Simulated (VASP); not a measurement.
# K (Fm-3m) in VASP: a series of runs

Runs on K. Level: LDA. Tasks: single point.

Program: VASP 6.6.1. These are calculated values, not measurements. Logs are shortened: lines on timing, memory, paths and dates and some standing lists are left out, and cuts for length are marked.

### 1 The cell of the first run

It takes space group Fm-3m (No. 225, cubic). The conventional cell has a = 6.457 Å, b = 6.457 Å, c = 6.457 Å, α = 90.00°, β = 90.00°, γ = 90.00°.

This isn't the form of K at room conditions, which is bcc.

### 2 Single point, LDA (67.29 Å³/atom)

Contents of INCAR:

```
PREC = Accurate ; ENCUT = 520
EDIFF = 1E-6 ; ISMEAR = -1
SIGMA = 0.1 ; LREAL = False
LASPH = True ; NELM = 100
ALGO = Normal ; ISIF = 2
LWAVE = False ; LCHARG = False
NBANDS = 10
```

Contents of KPOINTS:

```
regular mesh
0
Gamma
  10 10 10
```

Contents of POSCAR:

```
K
1.0
    0.0000000000      3.2283195042      3.2283195042
    3.2283195042      0.0000000000      3.2283195042
    3.2283195042      3.2283195042      0.0000000000
K
1
Direct
    0.0000000000      0.0000000000      0.0000000000
```

Potentials or basis: VASP PAW LDA potentials, release 64 (K_sv).

Started as:

```console
$ cat potpaw_LDA.64/K_sv/POTCAR > POTCAR
$ mpirun -np 1 vasp_std > vasp.out
```

OUTCAR:

```text
PREC = Accurate
   ENCUT = 520
   EDIFF = 1E-6
   ISMEAR = -1
   LREAL = False
   LASPH = True
   NELM = 100
   ISIF = 2

 ion  position               nearest neighbor table
   1  0.000  0.000  0.000-

  LATTYP: Found a face centered cubic cell.
 ALAT       =     6.4566390084

  Lattice vectors:

 A1 = (   0.0000000000,   3.2283195042,   3.2283195042)
 A2 = (   3.2283195042,   0.0000000000,   3.2283195042)
 A3 = (   3.2283195042,   3.2283195042,   0.0000000000)

Analysis of symmetry for initial positions (statically):
=====================================================================
 Subroutine PRICEL returns:
 Original cell was already a primitive cell.

 Routine SETGRP: Setting up the symmetry group for a
 face centered cubic supercell.

 Subroutine GETGRP returns: Found 48 space group operations
 (whereof 48 operations were pure point group operations)
 out of a pool of 48 trial point group operations.

The static configuration has the point symmetry O_h .

Analysis of symmetry for dynamics (positions and initial velocities):
=====================================================================
 Subroutine PRICEL returns:
 Original cell was already a primitive cell.

 Routine SETGRP: Setting up the symmetry group for a
 face centered cubic supercell.

 Subroutine GETGRP returns: Found 48 space group operations
 (whereof 48 operations were pure point group operations)
 out of a pool of 48 trial point group operations.

The dynamic configuration has the point symmetry O_h .

 Subroutine INISYM returns: Found 48 space group operations
 (whereof 48 operations are pure point group operations),
 and found     1 'primitive' translations

----------------------------------------------------------------------------------------

                                     Primitive cell

  volume of cell :      67.2914

  direct lattice vectors                    reciprocal lattice vectors
     0.000000000  3.228319504  3.228319504    -0.154879342  0.154879342  0.154879342
     3.228319504  0.000000000  3.228319504     0.154879342 -0.154879342  0.154879342
     3.228319504  3.228319504  0.000000000     0.154879342  0.154879342 -0.154879342

  length of vectors
     4.565533227  4.565533227  4.565533227     0.268258889  0.268258889  0.268258889

  position of ions in fractional coordinates (direct lattice)
     0.000000000  0.000000000  0.000000000

  ion indices of the primitive-cell ions
[... 78 lines left out ...]
   IBRION =     -1    ionic relax: 0-MD 1-quasi-New 2-CG
   NFREE  =      0    steps in history (QN), initial steepest desc. (CG)
   ISIF   =      2    stress and relaxation
   ISYM   =      2    0-nonsym 1-usesym 2-fastsym
   POTIM  = 0.5000    time-step for ionic-motion
   TEBEG  =    0.0;   TEEND  =   0.0 temperature during run
   PSTRESS=    0.0 pullay stress
   NELECT =       9.0000    total number of electrons
   NUPDOWN=      -1.0000    fix difference up-down
   EMIN   =  10.00;   EMAX   =-10.00  energy-range for DOS
   EFERMI =   0.00;   METHOD = LEGACY
   ISMEAR =    -1;   SIGMA  =   0.10  broadening in eV -4-tet -1-fermi 0-gaus
   EFERMI_NEDOS =   21; number of points for ismear=-14 and -15
   IALGO  =     38    algorithm
   IMIX   =      4    mixing-type and parameters
     AMIX     =   0.40;   BMIX     =  1.00
     AMIX_MAG =   1.60;   BMIX_MAG =  1.00
  volume/ion in A,a.u.               =      67.29       454.10
  Fermi-wavevector in a.u.,A,eV,Ry     =   0.837213  1.582103  9.536666  0.700925
  Thomas-Fermi vector in A             =   1.951065
   LORBIT       =      0    0 simple, 1 ext, 2 COOP (PROOUT), +10 PAW based schemes
   GGA     = CA    functional components
   LHFCALC =     F    Hartree Fock is set to
   AEXX    =    0.0000 exact exchange contribution
   IVDW    =     0    specifies the selected vdW correction
   LEPSILON=     F    determine dielectric tensor
   LRPA    =     F    only Hartree local field effects (RPA)
 non-spin polarized calculation
  energy-cutoff  :      520.00
  volume of cell :       67.29
 maximum number of plane-waves:      1837
 NGX is ok and might be reduce to    36
   NGX = 17   NGY = 17   NGZ = 17

 number of electron       9.0000000 magnetization

 Free energy of the ion-electron system (eV)
  ---------------------------------------------------
  ext. energy  EPLUGINS =         0.00000000
  ---------------------------------------------------
  free energy    TOTEN  =        -1.17608215 eV

  energy without entropy =       -1.15159554  energy(sigma->0) =       -1.16383884

 E-fermi :  -0.1265     XC(G=0):  -6.1022

 val. band max:       -0.1644392815   @ k =   0.5000   0.3000   0.1000
 cond. band min:      -0.0243202409   @ k =   0.4000   0.4000   0.0000
 fundamental gap:      0.1401190406
 Fermi energy:        -0.1264844814

 k-point     1 :       0.0000    0.0000    0.0000
  band No.  band energies     occupation
      1     -31.8738      2.00000
      2     -15.5474      2.00000
      3     -15.5474      2.00000
      4     -15.5474      2.00000
      5      -2.4081      2.00000
      6       4.0577      0.00000
      7       4.0577      0.00000
      8       4.0577      0.00000
      9       5.3473      0.00000
     10       5.3473      0.00000
[... 287 lines left out ...]
 k-point    24 :       0.4000    0.3000    0.0000
  band No.  band energies     occupation
      1     -31.8673      2.00000
      2     -15.6198      2.00000
      3     -15.5769      2.00000
      4     -15.5739      2.00000
      5      -0.4435      1.91941
      6       2.2965      0.00000
      7       2.6092      0.00000
      8       4.5494      0.00000
      9       4.6645      0.00000
     10       6.0860      0.00000

 [... further k-points ...]

------------------------ aborting loop because EDIFF is reached ----------------------------------------

  FORCE on cell =-STRESS in cart. coord.  units (eV):
  Direction    XX          YY          ZZ          XY          YZ          ZX
  --------------------------------------------------------------------------------------
  -------------------------------------------------------------------------------------
  Total       -0.0797393     -0.0797393     -0.0797393     -0.0000000      0.0000000      0.0000000
  in kB       -1.8985567     -1.8985567     -1.8985567     -0.0000000      0.0000000      0.0000000
  external PRESSURE =      -1.8985567 kB  Pullay stress =       0.0000000 kB

 VOLUME and BASIS-vectors are now :
 -----------------------------------------------------------------------------
  energy-cutoff  :      520.00
  volume of cell :       67.29
      direct lattice vectors                 reciprocal lattice vectors
     0.000000000  3.228319504  3.228319504    -0.154879342  0.154879342  0.154879342
     3.228319504  0.000000000  3.228319504     0.154879342 -0.154879342  0.154879342
     3.228319504  3.228319504  0.000000000     0.154879342  0.154879342 -0.154879342

 POSITION                                       TOTAL-FORCE (eV/Angst)
 -----------------------------------------------------------------------------------
      0.00000      0.00000      0.00000        -0.000000      0.000000     -0.000000
 -----------------------------------------------------------------------------------
    total drift:                               -0.000000      0.000000      0.000000

  FREE ENERGIE OF THE ION-ELECTRON SYSTEM (eV)
  ---------------------------------------------------
  free  energy   TOTEN  =        -1.1760821480 eV

  energy  without entropy=       -1.1515955353  energy(sigma->0) =       -1.16383884
```

OSZICAR:

```text
N       E                     dE             d eps       ncg     rms          rms(c)
DAV:   1     0.523194973333E+02    0.52319E+02   -0.36148E+03   940   0.702E+02
DAV:   2     0.647390796558E+00   -0.51672E+02   -0.50880E+02  1012   0.216E+02
DAV:   3    -0.111763558071E+01   -0.17650E+01   -0.17586E+01  1450   0.295E+01
DAV:   4    -0.117627160954E+01   -0.58636E-01   -0.58615E-01  1292   0.489E+00
DAV:   5    -0.117771678486E+01   -0.14452E-02   -0.14448E-02  1480   0.558E-01    0.235E+00
DAV:   6    -0.117648900204E+01    0.12278E-02   -0.18230E-03  1352   0.285E-01    0.147E+00
DAV:   7    -0.117605915078E+01    0.42985E-03   -0.30498E-03  1244   0.331E-01    0.614E-02
DAV:   8    -0.117607587255E+01   -0.16722E-04   -0.31699E-04  1318   0.173E-01    0.219E-02
DAV:   9    -0.117608288430E+01   -0.70118E-05   -0.12594E-05  1180   0.334E-02    0.114E-02
DAV:  10    -0.117608214795E+01    0.73635E-06   -0.60934E-06  1276   0.207E-02
   1 F= -.11760821E+01 E0= -.11638388E+01  d E =-.244866E-01
```

It took 36 s on 1 thread of Intel Xeon 8259CL, shared host; peak memory 0.18 GiB.

Results:

| Quantity | Value |
| --- | --- |
| Free energy | -1.1761 eV |
| Pressure | -0.2 GPa |
| Band gap on the k mesh | zero (an odd number of electrons rules out a gap without spin polarisation) |

Levels at points of the mesh, in eV from the Fermi level:
```csv
k point,band 2,band 3,band 4,band 5,band 6,band 7,band 8,band 9
"(0.00, 0.00, 0.00)",-15.42,-15.42,-15.42,-2.28,4.18,4.18,4.18,5.47
"(0.50, 0.00, 0.00)",-15.52,-15.43,-15.43,0.29,0.65,3.98,3.98,6.31
"(0.50, 0.50, 0.00)",-15.51,-15.46,-15.46,0.88,1.52,2.28,5.23,5.23
```

### 3 Single point, LDA (69.88 Å³/atom)

This run uses another cell than the first one, of 69.88 Å³/atom.

Contents of INCAR:

```
SYSTEM = K
PREC = Accurate
ENCUT = 520
EDIFF = 1E-6
ISMEAR = -1
SIGMA = 0.1
LREAL = .FALSE.
LASPH = .TRUE.
NELM = 100
ALGO = Normal
ISIF = 2
LWAVE = .FALSE.
LCHARG = .FALSE.
NBANDS = 10
```

Contents of KPOINTS:

```
regular mesh
0
G
  10 10 10
  0 0 0
```

Contents of POSCAR:

```
K
1.0
    0.0000000000      3.2691886466      3.2691886466
    3.2691886466      0.0000000000      3.2691886466
    3.2691886466      3.2691886466      0.0000000000
K
1
Direct
    0.0000000000      0.0000000000      0.0000000000
```

Potentials or basis: VASP PAW LDA potentials, release 64 (K_sv).

Started as:

```console
$ cat potpaw_LDA.64/K_sv/POTCAR > POTCAR
$ mpirun -np 1 vasp_std > vasp.out
```

Run time: 35 s. Hardware: 1 thread of Intel Xeon 8259CL, shared host; peak memory 0.18 GiB.

Results (log left out):

```
Free energy            : -1.1722 eV
Pressure               : -0.3 GPa
Band gap on the k mesh : zero (an odd number of electrons rules out a gap without spin polarisation)
```

Levels at points of the mesh, in eV from the Fermi level:
```csv
k point,band 3,band 4,band 5,band 6,band 7,band 8
"(0.00, 0.00, 0.00)",-15.45,-15.45,-2.23,4.15,4.15,4.15
"(0.50, 0.00, 0.00)",-15.46,-15.46,0.29,0.63,3.95,3.95
"(0.50, 0.50, 0.00)",-15.48,-15.48,0.90,1.47,2.29,5.09
```

### 4 Single point, LDA (72.47 Å³/atom)

This run uses another cell than the first one, of 72.47 Å³/atom.

Contents of INCAR:

```
SYSTEM = K
PREC = Accurate
ENCUT = 520
EDIFF = 1E-6
ISMEAR = -1
SIGMA = 0.1
LREAL = .False.
LASPH = .True.
NELM = 80
ALGO = Normal
ISIF = 2
LWAVE = .False.
LCHARG = .True.
LELF = .True.
LVHAR = .True.
NBANDS = 10
```

Contents of KPOINTS:

```
regular mesh
0
Gamma
  10 10 10
  0 0 0
```

Contents of POSCAR:

```
K
1.0
    0.0000000000      3.3090607304      3.3090607304
    3.3090607304      0.0000000000      3.3090607304
    3.3090607304      3.3090607304      0.0000000000
K
1
Direct
    0.0000000000      0.0000000000      0.0000000000
```

Started as:

```console
$ cat potpaw_LDA.64/K_sv/POTCAR > POTCAR
$ mpirun -np 1 vasp_std > vasp.out
```

Run time: 40 s. Hardware: 1 thread of Intel Xeon 8259CL, shared host; peak memory 0.18 GiB.

The run converged. Its results:

```
Free energy            : -1.1663 eV
Pressure               : -0.4 GPa
Band gap on the k mesh : zero (an odd number of electrons rules out a gap without spin polarisation)
```

Levels at points of the mesh, in eV from the Fermi level:
| k point | band 1 | band 2 | band 3 | band 4 | band 5 | band 6 | band 7 | band 8 | band 9 | band 10 |
| --- | --- | --- | --- | --- | --- | --- | --- | --- | --- | --- |
| (0.00, 0.00, 0.00) | -31.79 | -15.47 | -15.47 | -15.47 | -2.17 | 4.12 | 4.12 | 4.12 | 5.34 | 5.34 |
| (0.50, 0.00, 0.00) | -31.79 | -15.55 | -15.48 | -15.48 | 0.29 | 0.62 | 3.92 | 3.92 | 6.03 | 6.14 |
| (0.50, 0.50, 0.00) | -31.79 | -15.54 | -15.50 | -15.50 | 0.91 | 1.43 | 2.30 | 4.96 | 4.96 | 5.47 |

### 5 Overview

```tsv
cell	gap on the mesh (eV)	pressure (GPa)
a = 4.566 Å, angles 60.0°, 1 atom	none	-0.2
a = 4.623 Å, angles 60.0°, 1 atom	none	-0.3
a = 4.680 Å, angles 60.0°, 1 atom	none	-0.4
```

Alike in all rows: task single point; level LDA; potentials or basis VASP PAW LDA potentials, release 64 (K_sv); no spin polarisation; k mesh 10 × 10 × 10; cutoff (eV) 520; smearing fermi-dirac 0.1 eV.

Absolute energies hang on the potentials; compare differences alone.

The gap in the log of VASP goes by the Fermi energy; the results here count the filled bands.